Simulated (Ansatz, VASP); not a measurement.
## One calculation of Ni, two programs

INCAR

```
SYSTEM = Ni
PREC = Accurate
ENCUT = 520
EDIFF = 1E-7
ISMEAR = -1
SIGMA = 0.05
LREAL = .FALSE.
LASPH = .TRUE.
NELM = 150
ALGO = Normal
ISIF = 2
LWAVE = .FALSE.
LCHARG = .FALSE.
ISPIN = 2
MAGMOM = 1.5
LORBIT = 11
LMAXMIX = 4
GGA = CA
NBANDS = 15
```

KPOINTS

```
regular mesh
0
G
  20 20 20
  0 0 0
```

File POSCAR:

```
Ni
1.0
    0.0000000000      1.7318592609      1.7318592609
    1.7318592609      0.0000000000      1.7318592609
    1.7318592609      1.7318592609      0.0000000000
Ni
1
Direct
    0.0000000000      0.0000000000      0.0000000000
```

Input for Ansatz:

```yaml
crystal:
  lattice:
    - [0.0, 1.7318592609, 1.7318592609]
    - [1.7318592609, 0.0, 1.7318592609]
    - [1.7318592609, 1.7318592609, 0.0]
  atoms:
    - { symbol: Ni, position: [0.0, 0.0, 0.0], spin: 1.5 }
magnetization:
  spin_polarized: true
kpoints:
  mp_grid: { grid: [20, 20, 20] }
  band_path:
    path:
      - [0.0, 0.0, 0.0]
      - [0.5, 0.0, 0.5]
      - [0.625, 0.25, 0.625]
      - [0.375, 0.375, 0.75]
      - [0.0, 0.0, 0.0]
      - [0.5, 0.5, 0.5]
      - [0.5, 0.25, 0.75]
      - [0.5, 0.0, 0.5]
    npoints: 5
scf:
  occupations: { method: fermi_dirac, width: 0.05 }
hamiltonian:
  xc: lda
  pseudopotentials: { kind: all_electron, lapw: { basis_error: 0.00025 } }
output:
  forces: true
  stress: true
  eigenvalues: true
```

Change from the starting cell: volume scaled by 0.94.

Alike in both runs: task single point; functional LDA; k mesh 20 × 20 × 20; occupations fermi-dirac, width 0.05 eV; collinear spin.

|  | VASP | Ansatz |
| --- | --- | --- |
| version | VASP 6.6.1 | Ansatz 0.2.0 |
| potentials or method | VASP PAW LDA potentials, release 64 (Ni), cutoff 520 eV | all-electron LAPW, scalar-relativistic |

|  | VASP | Ansatz | Ansatz less VASP |
| --- | --- | --- | --- |
| pressure (GPa) | -8.1 | -8.2 | -0.07 |
| net moment per atom (μB) | 0.60 | 0.62 | +0.015 |
| size of the moment on the site where the two differ most (μB) | 0.60 | 0.63 | +0.032 |

LDA's correlation is that of Perdew and Zunger in VASP and of Perdew and Wang (1992) in Ansatz. Site moments also hang on the region over which each program counts them. Ansatz ran all-electron here, and VASP with PAW potentials.
